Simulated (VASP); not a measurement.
# Zn7Se8 (a cell with a defect) in VASP: a series of runs

The runs below take Zn7Se8 (a cell with a defect) through single point, with LDA.

Everything below comes from runs of VASP 6.6.1. Logs are shortened: lines on timing, memory, paths and dates and some standing lists are left out, and cuts for length are marked.

### Step 1. The cell of the first run

The cell holds a defect, 15 atoms: a = 7.874 Å, b = 7.874 Å, c = 7.874 Å, α = 60.00°, β = 60.00°, γ = 60.00°.

### Step 2. Single point, LDA

File INCAR:

```
SYSTEM = Zn7Se8
ALGO = Normal
EDIFF = 1E-6
ENCUT = 520
GGA = CA
ISIF = 2
ISMEAR = 0
LASPH = .True.
LCHARG = .False.
LREAL = Auto
LWAVE = .False.
NBANDS = 79
NELECT = 134.0
NELM = 100
PREC = Accurate
SIGMA = 0.02
```

File KPOINTS:

```
k-points
0
Gamma
  2 2 2
  0 0 0
```

File POSCAR:

```
Zn7Se8
1.0
    0.0000000000      5.5675272894     -5.5675272894
    5.5675272894      5.5675272894      0.0000000000
    5.5675272894      0.0000000000     -5.5675272894
Zn Se
7 8
Direct
    0.4867978834      0.5132020647     -0.0132020008
    1.0132019489      0.5132020647     -0.0132020008
    1.0132019489     -0.0132020008     -0.0132020008
    0.4867978834      0.5132020647      0.5132020647
    0.4867978834     -0.0132020008      0.5132020647
    1.0000000378      0.4999999740      0.4999999740
    1.0132019489     -0.0132020008      0.5132020647
    0.3779597101      0.3740134339      0.3740134339
    0.3825433427      0.8825434065      0.3523699837
    0.8740133181      0.3740134339      0.3740134339
    0.8740134079      0.8779598637      0.3740133441
    0.3825433427      0.3523699837      0.8825434065
    0.3825434325      0.8825433167      0.8825433167
    0.8740134079      0.3740133441      0.8779598637
    0.8523699577      0.8825433167      0.8825433167
```

Potentials or basis: VASP PAW LDA potentials, release 64 (Zn, Se).

Command:

```console
> cat potpaw_LDA.64/Zn/POTCAR potpaw_LDA.64/Se/POTCAR > POTCAR
> mpirun -np 1 vasp_std > vasp.out
```

OUTCAR:

```text
SYSTEM = Zn7Se8
   EDIFF = 1E-6
   ENCUT = 520
   GGA = CA
   ISIF = 2
   ISMEAR = 0
   LASPH = .True.
   LREAL = Auto
   NELECT = 134.0
   NELM = 100
   PREC = Accurate

 ion  position               nearest neighbor table
   1  0.487  0.513  0.987-  12 2.39  13 2.39   8 2.49  14 2.49
   2  0.013  0.513  0.987-  15 2.39  12 2.39  14 2.49  10 2.49
   3  0.013  0.987  0.987-  15 2.39  13 2.39  14 2.49  11 2.49
   4  0.487  0.513  0.513-   9 2.39  12 2.39  10 2.49   8 2.49
   5  0.487  0.987  0.513-   9 2.39  13 2.39   8 2.49  11 2.49
   6  0.000  0.500  0.500-   8 2.43  10 2.43  11 2.43  14 2.43
   7  0.013  0.987  0.513-  15 2.39   9 2.39  11 2.49  10 2.49
   8  0.378  0.374  0.374-   6 2.43   5 2.49   1 2.49   4 2.49
   9  0.383  0.883  0.352-   5 2.39   4 2.39   7 2.39
  10  0.874  0.374  0.374-   6 2.43   2 2.49   7 2.49   4 2.49
  11  0.874  0.878  0.374-   6 2.43   3 2.49   7 2.49   5 2.49
  12  0.383  0.352  0.883-   1 2.39   4 2.39   2 2.39
  13  0.383  0.883  0.883-   1 2.39   5 2.39   3 2.39
  14  0.874  0.374  0.878-   6 2.43   3 2.49   2 2.49   1 2.49
  15  0.852  0.883  0.883-   2 2.39   7 2.39   3 2.39

  LATTYP: Found a face centered cubic cell.
 ALAT       =    11.1350545788

  Lattice vectors:

 A1 = (   0.0000000000,   5.5675272894,  -5.5675272894)
 A2 = (   5.5675272894,   5.5675272894,   0.0000000000)
 A3 = (   5.5675272894,   0.0000000000,  -5.5675272894)

Analysis of symmetry for initial positions (statically):
=====================================================================
 Subroutine PRICEL returns:
 Original cell was already a primitive cell.

 Routine SETGRP: Setting up the symmetry group for a
 face centered cubic supercell.

 Subroutine GETGRP returns: Found 24 space group operations
 (whereof  4 operations were pure point group operations)
 out of a pool of 48 trial point group operations.

The static configuration has the point symmetry C_2v.
 The point group associated with its full space group is T_d .

Analysis of symmetry for dynamics (positions and initial velocities):
=====================================================================
 Subroutine PRICEL returns:
 Original cell was already a primitive cell.

 Routine SETGRP: Setting up the symmetry group for a
 face centered cubic supercell.

 Subroutine GETGRP returns: Found 24 space group operations
 (whereof  4 operations were pure point group operations)
 out of a pool of 48 trial point group operations.

The dynamic configuration has the point symmetry C_2v.
 The point group associated with its full space group is T_d .

 Subroutine INISYM returns: Found 24 space group operations
 (whereof  4 operations are pure point group operations),
 and found     1 'primitive' translations

----------------------------------------------------------------------------------------

                                     Primitive cell

  volume of cell :     345.1573

  direct lattice vectors                    reciprocal lattice vectors
     0.000000000  5.567527289 -5.567527289    -0.089806475  0.089806475 -0.089806475
     5.567527289  5.567527289  0.000000000     0.089806475  0.089806475  0.089806475
     5.567527289  0.000000000 -5.567527289     0.089806475 -0.089806475 -0.089806475

  length of vectors
     7.873672602  7.873672602  7.873672602     0.155549377  0.155549377  0.155549377

  position of ions in fractional coordinates (direct lattice)
     0.486797883  0.513202065  0.986797999
     0.013201949  0.513202065  0.986797999
     0.013201949  0.986797999  0.986797999
     0.486797883  0.513202065  0.513202065
     0.486797883  0.986797999  0.513202065
     0.000000038  0.499999974  0.499999974
     0.013201949  0.986797999  0.513202065
     0.377959710  0.374013434  0.374013434
     0.382543343  0.882543406  0.352369984
     0.874013318  0.374013434  0.374013434
     0.874013408  0.877959864  0.374013344
     0.382543343  0.352369984  0.882543406
     0.382543433  0.882543317  0.882543317
     0.874013408  0.374013344  0.877959864
     0.852369958  0.882543317  0.882543317

  ion indices of the primitive-cell ions
   primitive index   ion index
                 1           1
                 2           2
                 3           3
                 4           4
                 5           5
                 6           6
                 7           7
                 8           8
                 9           9
                10          10
                11          11
                12          12
                13          13
                14          14
                15          15

----------------------------------------------------------------------------------------

 KPOINTS: k-points

Automatic generation of k-mesh.
 Grid dimensions read from file:
 generate k-points for:    2    2    2

 Generating k-lattice:

  Cartesian coordinates                     Fractional coordinates (reciprocal lattice)
    -0.044903237  0.044903237 -0.044903237     0.500000000  0.000000000  0.000000000
     0.044903237  0.044903237  0.044903237     0.000000000  0.500000000  0.000000000
     0.044903237 -0.044903237 -0.044903237     0.000000000  0.000000000  0.500000000

  Length of vectors
     0.077774689  0.077774689  0.077774689

  Shift w.r.t. Gamma in fractional coordinates (k-lattice)
     0.000000000  0.000000000  0.000000000

 Subroutine IBZKPT returns following result:
 ===========================================

 Found      3 irreducible k-points:

 Following reciprocal coordinates:
            Coordinates               Weight
  0.000000  0.000000  0.000000      1.000000
  0.500000  0.000000  0.000000      4.000000
  0.500000  0.500000  0.000000      3.000000
   k-points           NKPTS =      3   k-points in BZ     NKDIM =      3   number of bands    NBANDS=     79
   number of dos      NEDOS =    301   number of ions     NIONS =     15
   total plane-waves  NPLWV = 216000
   dimension x,y,z NGX =    60 NGY =   60 NGZ =   60
   dimension x,y,z NGXF=   120 NGYF=  120 NGZF=  120
   ions per type =               7   8
   NGX,Y,Z   is equivalent  to a cutoff of  12.67, 12.67, 12.67 a.u.
   NGXF,Y,Z  is equivalent  to a cutoff of  25.34, 25.34, 25.34 a.u.
 SYSTEM =  Zn7Se8
   PREC   = accura    normal or accurate (medium, high low for compatibility)
   ISTART =      0    job   : 0-new  1-cont  2-samecut
   ICHARG =      2    charge: 1-file 2-atom 10-const
   ISPIN  =      1    spin polarized calculation?
   LNONCOLLINEAR =      F non collinear calculations
   LSORBIT =      F    spin-orbit coupling
   LASPH  =      T    aspherical Exc in radial PAW
   ENCUT  =  520.0 eV  38.22 Ry    6.18 a.u.  14.64 14.64 14.64*2*pi/ulx,y,z
   NELM   =    100;   NELMIN=  2; NELMDL= -5     # of ELM steps
   EDIFF  = 0.1E-05   stopping-criterion for ELM
   LREAL  =      T    real-space projection
   EDIFFG = 0.1E-04   stopping-criterion for IOM
   NSW    =      0    number of steps for IOM
   IBRION =     -1    ionic relax: 0-MD 1-quasi-New 2-CG
   NFREE  =      0    steps in history (QN), initial steepest desc. (CG)
   ISIF   =      2    stress and relaxation
   ISYM   =      2    0-nonsym 1-usesym 2-fastsym
   POTIM  = 0.5000    time-step for ionic-motion
   TEBEG  =    0.0;   TEEND  =   0.0 temperature during run
   PSTRESS=    0.0 pullay stress
   NELECT =     134.0000    total number of electrons
   NUPDOWN=      -1.0000    fix difference up-down
   EMIN   =  10.00;   EMAX   =-10.00  energy-range for DOS
   EFERMI =   0.00;   METHOD = LEGACY
   ISMEAR =     0;   SIGMA  =   0.02  broadening in eV -4-tet -1-fermi 0-gaus
   EFERMI_NEDOS =   21; number of points for ismear=-14 and -15
   IALGO  =     38    algorithm
   IMIX   =      4    mixing-type and parameters
     AMIX     =   0.40;   BMIX     =  1.00
     AMIX_MAG =   1.60;   BMIX_MAG =  1.00
  volume/ion in A,a.u.               =      23.01       155.28
  Fermi-wavevector in a.u.,A,eV,Ry     =   1.194274  2.256851 19.405868  1.426291
  Thomas-Fermi vector in A             =   2.330268
   LORBIT       =      0    0 simple, 1 ext, 2 COOP (PROOUT), +10 PAW based schemes
   GGA     = CA    functional components
   LHFCALC =     F    Hartree Fock is set to
   AEXX    =    0.0000 exact exchange contribution
   IVDW    =     0    specifies the selected vdW correction
   LEPSILON=     F    determine dielectric tensor
   LRPA    =     F    only Hartree local field effects (RPA)
 non-spin polarized calculation
 Gauss-broadening in eV      SIGMA  =   0.02
  energy-cutoff  :      520.00
  volume of cell :      345.16
 maximum number of plane-waves:      9377
 NGX is ok and might be reduce to    60
   NGX = 29   NGY = 29   NGZ = 29

 number of electron     134.0000062 magnetization

 Free energy of the ion-electron system (eV)
  ---------------------------------------------------
  ext. energy  EPLUGINS =         0.00000000
  ---------------------------------------------------
  free energy    TOTEN  =       -50.24345974 eV

  energy without entropy =      -50.24345974  energy(sigma->0) =      -50.24345974

 E-fermi :   2.0186     XC(G=0):  -9.7766

 val. band max:        1.9015991494   @ k =   0.0000   0.0000   0.0000
 cond. band min:       3.0975514507   @ k =   0.0000   0.0000   0.0000
 fundamental gap:      1.1959523012
 Fermi energy:         2.0185869476

 k-point     1 :       0.0000    0.0000    0.0000
  band No.  band energies     occupation
      1     -11.7451      2.00000
      2     -10.9114      2.00000
      3     -10.9114      2.00000
      4     -10.9114      2.00000
      5     -10.6943      2.00000
      6     -10.3725      2.00000
[... 71 lines left out ...]
     78       6.7205      0.00000
     79       7.4688      0.00000

 k-point     2 :       0.5000    0.0000    0.0000
  band No.  band energies     occupation
      1     -11.4420      2.00000
      2     -11.2436      2.00000
      3     -10.8720      2.00000
      4     -10.8720      2.00000
      5     -10.6580      2.00000
      6     -10.4815      2.00000
[... 71 lines left out ...]
     78       7.1939      0.00000
     79       7.3865      0.00000

 k-point     3 :       0.5000    0.5000    0.0000
  band No.  band energies     occupation
      1     -11.2678      2.00000
      2     -11.2531      2.00000
      3     -10.9309      2.00000
      4     -10.9309      2.00000
      5     -10.7046      2.00000
      6     -10.6578      2.00000
[... 71 lines left out ...]
     78       7.2755      0.00000
     79       7.6552      0.00000

------------------------ aborting loop because EDIFF is reached ----------------------------------------

  FORCE on cell =-STRESS in cart. coord.  units (eV):
  Direction    XX          YY          ZZ          XY          YZ          ZX
  --------------------------------------------------------------------------------------
  -------------------------------------------------------------------------------------
  Total       12.2736034     12.2736034     12.2736034     -0.0000000     -0.0000000      0.0000000
  in kB       56.9725436     56.9725436     56.9725436     -0.0000000     -0.0000000      0.0000000
  external PRESSURE =      56.9725436 kB  Pullay stress =       0.0000000 kB

 VOLUME and BASIS-vectors are now :
 -----------------------------------------------------------------------------
  energy-cutoff  :      520.00
  volume of cell :      345.16
      direct lattice vectors                 reciprocal lattice vectors
     0.000000000  5.567527289 -5.567527289    -0.089806475  0.089806475 -0.089806475
     5.567527289  5.567527289  0.000000000     0.089806475  0.089806475  0.089806475
     5.567527289  0.000000000 -5.567527289     0.089806475 -0.089806475 -0.089806475

 POSITION                                       TOTAL-FORCE (eV/Angst)
 -----------------------------------------------------------------------------------
      8.35129      5.56753     -8.20429        -0.000000     -0.000000     -0.014028
      8.35129      2.93077     -5.56753        -0.000000     -0.014028      0.000000
     10.98805      5.56753     -5.56753         0.014028     -0.000000      0.000000
      5.71453      5.56753     -5.56753        -0.014028     -0.000000      0.000000
      8.35129      8.20429     -5.56753        -0.000000      0.014028      0.000000
      5.56753      2.78376     -2.78376        -0.000000     -0.000000      0.000000
      8.35129      5.56753     -2.93077        -0.000000     -0.000000      0.014028
      4.16466      4.18663     -4.18663        -0.012026      0.012026     -0.012026
      6.87541      7.04340     -4.09165        -0.026275      0.026275      0.026275
      4.16466      6.94842     -6.94842        -0.012026     -0.012026      0.012026
      6.97040      9.75416     -6.94842         0.012026      0.012026      0.012026
      6.87541      4.09165     -7.04340        -0.026275     -0.026275     -0.026275
      9.82717      7.04340     -7.04340         0.026275      0.026275     -0.026275
      6.97040      6.94842     -9.75416         0.012026     -0.012026     -0.012026
      9.82717      9.65918     -9.65918         0.026275     -0.026275      0.026275
 -----------------------------------------------------------------------------------
    total drift:                                0.001730      0.000228     -0.000135

  FREE ENERGIE OF THE ION-ELECTRON SYSTEM (eV)
  ---------------------------------------------------
  free  energy   TOTEN  =       -50.2434597420 eV

  energy  without entropy=      -50.2434597420  energy(sigma->0) =      -50.24345974
```

It took 2.1 min on 1 thread of AMD EPYC 9R45 (Zen 5), shared host; peak memory 0.35 GiB.

Results:

| Item | Value |
| --- | --- |
| Free energy | -50.2435 eV |
| Largest force | 0.046 eV/Å |

Forces on the atoms (eV/Å):
```
Zn   0.000  0.000 -0.014
Zn   0.000 -0.014  0.000
Zn   0.014  0.000  0.000
Zn  -0.014  0.000  0.000
Zn   0.000  0.014  0.000
Zn   0.000  0.000  0.000
Zn   0.000  0.000  0.014
Se  -0.012  0.012 -0.012
Se  -0.026  0.026  0.026
Se  -0.012 -0.012  0.012
Se   0.012  0.012  0.012
Se  -0.026 -0.026 -0.026
Se   0.026  0.026 -0.026
Se   0.012 -0.012 -0.012
Se   0.026 -0.026  0.026
```

Caveat: the k points lie up to 0.49 Å⁻¹ apart; the cell carries a net charge on a neutralising background, which shifts energy and pressure; the cell is charged against a uniform background, so pressure and absolute levels hang on convention.

### Step 3. Single point, LDA

File INCAR:

```
SYSTEM = Zn7Se8
ALGO = Normal
EDIFF = 1E-7
ENCUT = 520
GGA = CA
ISIF = 2
ISMEAR = 0
LASPH = .TRUE.
LCHARG = .FALSE.
LREAL = Auto
LWAVE = .FALSE.
NBANDS = 79
NELECT = 134.0
NELM = 60
PREC = Accurate
SIGMA = 0.02
```

File KPOINTS:

```
k-points
0
G
  2 2 2
  0 0 0
```

File POSCAR:

```
Zn7Se8
1.0
    0.0000000000      5.5675272894     -5.5675272894
    5.5675272894      5.5675272894      0.0000000000
    5.5675272894      0.0000000000     -5.5675272894
Zn Se
7 8
Direct
    0.4867986018      0.0132014620     -0.0132014620
    1.0132014100      0.4867986018     -0.0132014620
    1.0132014100      0.0132014620     -0.0132014620
    0.4867986018      0.4867986018      0.5132013462
    0.4867986018      0.0132014620      0.5132013462
    1.0132014998      0.4867985120      0.5132014360
    0.9999999480      0.0000000000      0.5000000638
    0.3825431631      0.3825431631      0.3523705225
    0.3779597999      0.8740134079      0.3740133441
    0.8740134079      0.3779597999      0.3740133441
    0.8740134079      0.8740134079      0.3740133441
    0.3825431631      0.3825431631      0.8825432269
    0.3825431631      0.8523704067      0.8825432269
    0.8523704067      0.3825431631      0.8825432269
    0.8740134079      0.8740134079      0.8779596841
```

Potentials or basis: VASP PAW LDA potentials, release 64 (Zn, Se).

Command:

```console
> cat potpaw_LDA.64/Zn/POTCAR potpaw_LDA.64/Se/POTCAR > POTCAR
> mpirun -np 1 vasp_std > vasp.out
```

OUTCAR:

```text
SYSTEM = Zn7Se8
   EDIFF = 1E-7
   ENCUT = 520
   GGA = CA
   ISIF = 2
   ISMEAR = 0
   LASPH = .TRUE.
   LREAL = Auto
   NELECT = 134.0
   NELM = 60
   PREC = Accurate

 ion  position               nearest neighbor table
   1  0.487  0.013  0.987-  12 2.39  13 2.39  15 2.49   9 2.49
   2  0.013  0.487  0.987-  12 2.39  14 2.39  15 2.49  10 2.49
[... 469 lines left out ...]
  energy-cutoff  :      520.00
  volume of cell :      345.16
      direct lattice vectors                 reciprocal lattice vectors
     0.000000000  5.567527289 -5.567527289    -0.089806475  0.089806475 -0.089806475
     5.567527289  5.567527289  0.000000000     0.089806475  0.089806475  0.089806475
     5.567527289  0.000000000 -5.567527289     0.089806475 -0.089806475 -0.089806475

 POSITION                                       TOTAL-FORCE (eV/Angst)
 -----------------------------------------------------------------------------------
      5.56753      2.78376     -8.20429         0.000000     -0.000000     -0.013973
      8.20429      2.78376     -5.56753         0.013973     -0.000000     -0.000000
      5.56753      0.14700     -5.56753         0.000000     -0.013973     -0.000000
      5.56753      5.42053     -5.56753         0.000000      0.013973     -0.000000
      2.93076      2.78376     -5.56753        -0.013973     -0.000000     -0.000000
      5.56753      2.78376     -2.93076         0.000000     -0.000000      0.013973
      2.78376      5.56753     -8.35129         0.000000     -0.000000     -0.000000
      4.09165      4.25964     -4.09165        -0.026296      0.026296      0.026296
      6.94842      6.97040     -4.18663        -0.011979      0.011979     -0.011979
      4.18663      6.97040     -6.94842         0.011979      0.011979      0.011979
      6.94842      9.73219     -6.94842        -0.011979     -0.011979      0.011979
      7.04340      4.25964     -7.04340         0.026296      0.026296     -0.026296
      9.65918      6.87541     -7.04340        -0.026296     -0.026296     -0.026296
      7.04340      6.87541     -9.65918         0.026296     -0.026296      0.026296
      9.75416      9.73219     -9.75416         0.011979     -0.011979     -0.011979
 -----------------------------------------------------------------------------------
    total drift:                               -0.000015      0.000251      0.000404

  FREE ENERGIE OF THE ION-ELECTRON SYSTEM (eV)
  ---------------------------------------------------
  free  energy   TOTEN  =       -50.2434617429 eV

  energy  without entropy=      -50.2434617429  energy(sigma->0) =      -50.24346174
```

stdout:

```text
POSCAR found type information on POSCAR ZnSe
 POSCAR found :  2 types and      15 ions
 scaLAPACK will be used
 LDA part: xc-table for (Slater(with rela. corr.)+CA(PZ))
 , standard interpolation
 POSCAR, INCAR and KPOINTS ok, starting setup
 FFT: planning ... GRIDC
 FFT: planning ... GRID_SOFT
 FFT: planning ... GRID
 WAVECAR not read
 entering main loop
 the old and the new charge density differ
 old charge density:   132.00000 new  134.00001
    0.145E+01
```

Run time: 2.1 min. Hardware: 1 thread of AMD EPYC 9R45 (Zen 5), shared host; peak memory 0.35 GiB.

What came out:

```
Free energy   : -50.2435 eV
Largest force : 0.046 eV/Å
```

Forces in eV/Å, atoms in the order of the input:
```
Zn   0.000  0.000 -0.014
Zn   0.014  0.000  0.000
Zn   0.000 -0.014  0.000
Zn   0.000  0.014  0.000
Zn  -0.014  0.000  0.000
Zn   0.000  0.000  0.014
Zn   0.000  0.000  0.000
Se  -0.026  0.026  0.026
Se  -0.012  0.012 -0.012
Se   0.012  0.012  0.012
Se  -0.012 -0.012  0.012
Se   0.026  0.026 -0.026
Se  -0.026 -0.026 -0.026
Se   0.026 -0.026  0.026
Se   0.012 -0.012 -0.012
```

Levels at points of the mesh, in eV from the Fermi level:
| k point | band 65 | band 66 | band 67 | band 68 | band 69 | band 70 |
| --- | --- | --- | --- | --- | --- | --- |
| (0.00, 0.00, 0.00) | -0.12 | -0.12 | -0.12 | 1.08 | 2.02 | 2.02 |
| (0.50, 0.00, 0.00) | -0.82 | -0.41 | -0.41 | 2.38 | 2.52 | 3.10 |
| (0.50, 0.50, 0.00) | -1.08 | -0.73 | -0.73 | 3.36 | 3.46 | 3.60 |

Caveat: the k points lie up to 0.49 Å⁻¹ apart; the cell carries a net charge on a neutralising background, which shifts energy and pressure; the cell is charged against a uniform background, so pressure and absolute levels hang on convention.
